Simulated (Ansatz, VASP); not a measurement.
**PbS: VASP beside Ansatz**

File POSCAR:

```
PbS
1.0
    0.0000000000      2.9650000000      2.9650000000
    2.9650000000      0.0000000000      2.9650000000
    2.9650000000      2.9650000000      0.0000000000
Pb S
1 1
Direct
    0.0000000000      0.0000000000      0.0000000000
    0.5526981450      0.5526981450      0.4473018550
```

Contents of INCAR.step1:

```
SYSTEM = PbS
ALGO = Normal ; EDIFF = 1E-4
ENCUT = 520 ; GGA = PE
ISMEAR = 0 ; LASPH = .TRUE.
LCHARG = .FALSE. ; LREAL = .FALSE.
LWAVE = .TRUE. ; NBANDS = 17
NELM = 100 ; PREC = Accurate
SIGMA = 0.05
```

The input INCAR.step2:

```
SYSTEM = PbS
ALGO = Normal ; EDIFF = 1E-6
ENCUT = 520 ; ISIF = 2
ISMEAR = 0 ; ISTART = 1
LASPH = .TRUE. ; LCHARG = .FALSE.
LMIXTAU = .TRUE. ; LREAL = .FALSE.
LWAVE = .FALSE. ; METAGGA = R2SCAN
NBANDS = 17 ; NELM = 100
PREC = Accurate ; SIGMA = 0.05
```

KPOINTS

```
k-points
0
G
  8 8 8
  0 0 0
```

Input for Ansatz:

```yaml
crystal:
  lattice:
    - [0.0, 2.965, 2.965]
    - [2.965, 0.0, 2.965]
    - [2.965, 2.965, 0.0]
  atoms:
    - { symbol: Pb, position: [0.0, 0.0, 0.0] }
    - { symbol: S, position: [0.552698145, 0.552698145, 0.447301855] }
basis:
  ecutwfc: 500
kpoints:
  mp_grid: { grid: [8, 8, 8] }
hamiltonian:
  xc: r2scan
scf:
  occupations: { method: gaussian, width: 0.05 }
output:
  forces: true
  stress: true
  eigenvalues: true
```

Change from the starting cell: all S atoms moved +0.312 Å, as atom 2 along Cartesian [0 0 1].

Alike in both runs: task single point; functional r2SCAN; k mesh 8 × 8 × 8; occupations gaussian, width 0.05 eV; no spin polarisation.

|  | VASP | Ansatz |
| --- | --- | --- |
| version | VASP 6.6.1 | Ansatz 0.2.0 |
| potentials or method | VASP PAW PBE potentials, release 64 (Pb_d, S), cutoff 520 eV | scalar-relativistic, plane waves, PAW |
| valence electrons in the cell | 20 | 20 |

Ansatz gave:

```
gap on the k mesh at the Fermi level (eV)                     : 1.16
least direct gap on the mesh (eV)                             : 1.16
pressure (GPa)                                                : 3.0
traceless stress, the component that is largest in VASP (GPa) : 2.78
rms of the force components (eV/Å)                            : 0.300
```

Problem. What did VASP give for the same quantities?

Solution. gap on the k mesh at the Fermi level (eV): 1.17; least direct gap on the mesh (eV): 1.17; pressure (GPa): 3.0; traceless stress, the component that is largest in VASP (GPa): 2.79; rms of the force components (eV/Å): 0.306.

VASP's potentials were made for PBE, not for r2SCAN. Atom by atom the forces differ by 0.006 eV/Å (rms over components).

Spin-orbit coupling is off throughout.
